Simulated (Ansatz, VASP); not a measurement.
**Two plane-wave programs on W**

```
CELL_PARAMETERS angstrom
0.00000 -1.99913 -1.99913
0.00000 1.99913 -1.99913
3.99825 0.00000 0.00000
ATOMIC_POSITIONS crystal
W 0.51010 0.48990 0.48299
W 0.98990 0.01010 0.01701
```

Change from the starting cell: mode 4 frozen in at -0.040 Å and mode 6 at -0.068 Å (largest displacements).

Alike in both runs: task single point; functional PBEsol; k mesh 16 × 16 × 12; occupations gaussian, width 0.15 eV; no spin polarisation.

|  | VASP | Ansatz |
| --- | --- | --- |
| version | VASP 6.6.1 | Ansatz 0.2.0 |
| potentials or method | VASP PAW PBE potentials, release 64 (W_sv), cutoff 520 eV | scalar-relativistic, plane waves, PAW |
| valence electrons in the cell | 28 | 28 |

Ansatz gave:

- gap on the k mesh at the Fermi level (eV): none
- pressure (GPa): 2.8
- traceless stress, the component that is largest in VASP (GPa): -5.51
- rms of the force components (eV/Å): 1.138

**Question.** Which values does VASP return?

**Answer.** gap on the k mesh at the Fermi level (eV): none; pressure (GPa): 3.5; traceless stress, the component that is largest in VASP (GPa): -5.53; rms of the force components (eV/Å): 1.150.

VASP's potentials were made for PBE, not for PBEsol, and Ansatz warns of the same on its side. Atom by atom the forces differ by 0.012 eV/Å (rms over components). A gap of «none» marks a metal or a gap that the smearing closes. With one functional, cell and mesh, what is left measures potentials, basis and numerics.

Spin-orbit coupling is off throughout.
